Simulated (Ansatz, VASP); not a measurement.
One calculation of CdSe4, two programs

```xyz
5
Lattice="5.0741 0.0000 0.0000 0.0000 5.0741 0.0000 0.0000 0.0000 5.0741" Properties=species:S:1:pos:R:3 pbc="T T T"
Cd    0.0000    0.0000    0.0000
Se    1.5451    3.5290    3.5290
Se    3.5290    1.5451    3.5290
Se    3.5290    3.5290    1.5451
Se    1.5451    1.5451    1.5451
```

Change from the starting cell: species swapped into the SnI4 type (P-43m, No. 215).

Alike in both runs: functional PBE; k mesh 3 × 3 × 3; occupations gaussian, width 0.2 eV; no spin polarisation.

Ansatz relaxed the structure, and its values are those at the end. VASP's run is a single point on that final structure, the one shown.

```csv
,VASP,Ansatz
version,VASP 6.6.1,Ansatz 0.2.0
potentials or method,"VASP PAW PBE potentials, release 64 (Cd, Se), cutoff 500 eV","scalar-relativistic, plane waves, PAW"
valence electrons in the cell,36,84
```

Ansatz gave:

```
gap on the k mesh at the Fermi level (eV) : none
pressure (GPa)                            : -0.4
rms of the force components (eV/Å)        : 0.024
```

Problem. Which values does VASP return?

Solution. gap on the k mesh at the Fermi level (eV): none; pressure (GPa): -0.3; rms of the force components (eV/Å): 0.010.

A gap of «none» marks a metal or a gap that the smearing closes. VASP's potentials hold 36 valence electrons a cell and Ansatz's 84, so a difference there can come from the potentials and not from the codes.

The k mesh is coarse, so the values compare programs but aren't converged.
